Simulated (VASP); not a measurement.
Crystal: BN (Qingsongite).

```
B N
1.0
     0.00000    1.80482    1.80482
     1.80482    0.00000    1.80482
     1.80482    1.80482    0.00000
B N
1 1
Cartesian
  0.0000 0.0000 0.0000
  0.9024 0.9024 0.9024
```

Base run:

- Program: VASP 6.6.1
- Functional: PBE
- Potentials or basis: VASP PAW PBE potentials, release 64 (B, N)
- Cutoff: 520 eV
- k mesh: 8 × 8 × 8
- Occupations: gaussian, width 0.01 eV
- Spin: no spin polarisation

Its results: band gap on the k mesh 4.46 eV, indirect (least direct gap 8.84 eV); pressure 5.0 GPa.

Q: After a change of settings the same cell gave: band gap on the k mesh 4.98 eV, indirect (least direct gap 9.55 eV); pressure 1.1 GPa. Which change was it?
A. functional from PBE to r2SCAN
B. functional from PBE to PBE0
C. functional from PBE to HSE06; further incar settings from ALGO = Normal; EDIFF = 1e-07; NBANDS = 11 to ALGO = Normal; EDIFF = 1e-06; NBANDS = 11
D. k mesh from 8 × 8 × 8 to 12 × 12 × 12; further incar settings from ALGO = Normal; EDIFF = 1e-07; NBANDS = 11 to ALGO = Normal; EDIFF = 1e-06; NBANDS = 11

A: A.

r2SCAN gives the wider gap, since meta-GGAs in the generalised Kohn-Sham scheme recover part of the derivative discontinuity.

Caveats: the PAW data sets were made with another functional, which shifts forces and pressure a little (some runs).
